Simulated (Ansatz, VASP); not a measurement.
**Al7Cu: VASP beside Ansatz**

File INCAR:

```
SYSTEM = Al7Cu
ALGO = Fast ; EDIFF = 1E-6
ENCUT = 520 ; GGA = PE
ISIF = 2 ; ISMEAR = 0
LASPH = .True. ; LCHARG = .False.
LREAL = .False. ; LWAVE = .False.
NBANDS = 26 ; NELM = 100
PREC = Accurate ; SIGMA = 0.1
```

The input KPOINTS:

```
k-points
0
Gamma
  4 4 4
  0 0 0
```

POSCAR

```
Al7Cu
1.0
    0.0000000000      3.8980343700      3.8980343700
    3.8980343700      0.0000000000      3.8980343700
    3.8980343700      3.8980343700      0.0000000000
Al Cu
7 1
Direct
    0.5000000000      0.0000000000      0.0000000000
    0.0000000000      0.5000000000      0.5000000000
    0.0000000000      0.5000000000      0.0000000000
    0.5000000000      0.0000000000      0.5000000000
    0.0000000000      0.0000000000      0.5000000000
    0.5000000000      0.5000000000      0.0000000000
    0.0000000000      0.0000000000      0.0000000000
    0.5000000000      0.5000000000      0.5000000000
```

Input for Ansatz:

```yaml
crystal:
  lattice:
    - [0.0, 3.89803437, 3.89803437]
    - [3.89803437, 0.0, 3.89803437]
    - [3.89803437, 3.89803437, 0.0]
  atoms:
    - { symbol: Al, position: [0.5, 0.0, 0.0] }
    - { symbol: Al, position: [0.0, 0.5, 0.5] }
    - { symbol: Al, position: [0.0, 0.5, 0.0] }
    - { symbol: Al, position: [0.5, 0.0, 0.5] }
    - { symbol: Al, position: [0.0, 0.0, 0.5] }
    - { symbol: Al, position: [0.5, 0.5, 0.0] }
    - { symbol: Al, position: [0.0, 0.0, 0.0] }
    - { symbol: Cu, position: [0.5, 0.5, 0.5] }
basis:
  ecutwfc: 420
kpoints:
  mp_grid: { grid: [4, 4, 4] }
hamiltonian:
  xc: pbe
scf:
  occupations: { method: gaussian, width: 0.1 }
  lower_state_search: "off"
output:
  forces: true
  stress: true
  eigenvalues: true
```

Alike in both runs: task single point; functional PBE; k mesh 4 × 4 × 4; occupations gaussian, width 0.1 eV; no spin polarisation.

|  | VASP | Ansatz |
| --- | --- | --- |
| version | VASP 6.6.1 | Ansatz 0.2.0 |
| potentials or method | VASP PAW PBE potentials, release 64 (Al, Cu), cutoff 520 eV | scalar-relativistic, plane waves, PAW |
| valence electrons in the cell | 32 | 40 |

|  | VASP | Ansatz | Ansatz less VASP |
| --- | --- | --- | --- |
| gap on the k mesh at the Fermi level (eV) | none | none | - |
| pressure (GPa) | 6.0 | 5.9 | -0.12 |

A gap of «none» marks a metal or a gap that the smearing closes. VASP's potentials hold 32 valence electrons a cell and Ansatz's 40, so a difference there can come from the potentials and not from the codes.
